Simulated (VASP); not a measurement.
Set up this calculation in VASP 6.6.1, as the native input.

| Quantity | Value |
| --- | --- |
| Task | single point |
| Functional | PBE |
| Potentials or basis | VASP PAW PBE potentials, release 64 (Ru_pv) |
| Cutoff | 520 eV |
| k mesh | 8 × 8 × 8 |
| Occupations | gaussian, width 0.1 eV |
| Spin | no spin polarisation |
| Dipole correction | no |
| Further INCAR settings | ALGO = Fast; EDIFF = 1e-07; NBANDS = 13 |

The structure of Ru lies in POSCAR:

```
Ru
1.0
    0.0000000000      1.8956891339      1.8956891339
    1.8956891339      0.0000000000      1.8956891339
    1.8956891339      1.8956891339      0.0000000000
Ru
1
Direct
    0.0000000000      0.0000000000      0.0000000000
```

This isn't the form of Ru at room conditions, which is hcp.

These files were run (other wordings do the same):

INCAR

```
  ALGO = Fast
  EDIFF = 1E-7
  ENCUT = 520
  GGA = PE
  ISIF = 2
  ISMEAR = 0
  LASPH = T
  LCHARG = F
  LREAL = F
  LWAVE = F
  NBANDS = 13
  NELM = 80
  PREC = Accurate
  SIGMA = 0.1
```

KPOINTS

```
k-points
0
Gamma
  8 8 8
```

Potentials or basis: VASP PAW PBE potentials, release 64 (Ru_pv).

The run is started by

```sh
$ cat potpaw_PBE.64/Ru_pv/POTCAR > POTCAR
$ mpirun -np 1 vasp_std > vasp.out
```

It gave:

```
Pressure               : 3.8 GPa
Band gap on the k mesh : zero (bands 7 and 8 overlap by 3.12 eV)
```

Caveat: the cell stands under pressure; an empty level that is flat over the whole mesh can mark a ghost state of the potentials, or a narrow d or f band.

It took 9.4 s on 1 thread of Intel Xeon 8259CL (shared host), peak memory 0.13 GiB.
